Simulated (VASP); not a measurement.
Input of a VASP 6.6.1 run:

The input INCAR:

```
PREC = Accurate ; ENCUT = 520
EDIFF = 1E-6 ; ISMEAR = 0
SIGMA = 0.05 ; LREAL = False
LASPH = True ; NELM = 100
ALGO = Normal ; ISIF = 2
LWAVE = False ; LCHARG = True
GGA = PS ; LELF = True
LVHAR = True ; NBANDS = 15
```

The input KPOINTS:

```
Automatic mesh
0
Gamma
  6 6 6
```

The input POSCAR:

```
RbBr
1.0
    4.0701688540      0.0000000000      0.0000000000
    0.0000000000      4.0701688540      0.0000000000
    0.0000000000      0.0000000000      4.0701688540
Rb Br
1 1
Direct
    0.0000000000     -0.0793829626     -0.0793829626
    0.5000000000      0.5849104822      0.5849104822
```

Potentials or basis: VASP PAW PBE potentials, release 64 (Rb_sv, Br).

The run is started by

```bash
$ cat potpaw_PBE.64/Rb_sv/POTCAR potpaw_PBE.64/Br/POTCAR > POTCAR
$ mpirun -np 1 vasp_std > vasp.out
```

(1) Estimate the band gap on the k mesh.

(2) Estimate the largest force.

(3) Estimate the pressure.

## Answers

(1) 4.18 eV, indirect (least direct gap 4.31 eV).

(2) 2.260 eV/Å.

(3) 6.7 GPa.

Caveat: the cell differs from its parent crystal (mode 5 frozen in at -0.346 Å and mode 6 at -0.346 Å (largest displacements)); the PAW data sets were made with another functional, which shifts forces and pressure a little.
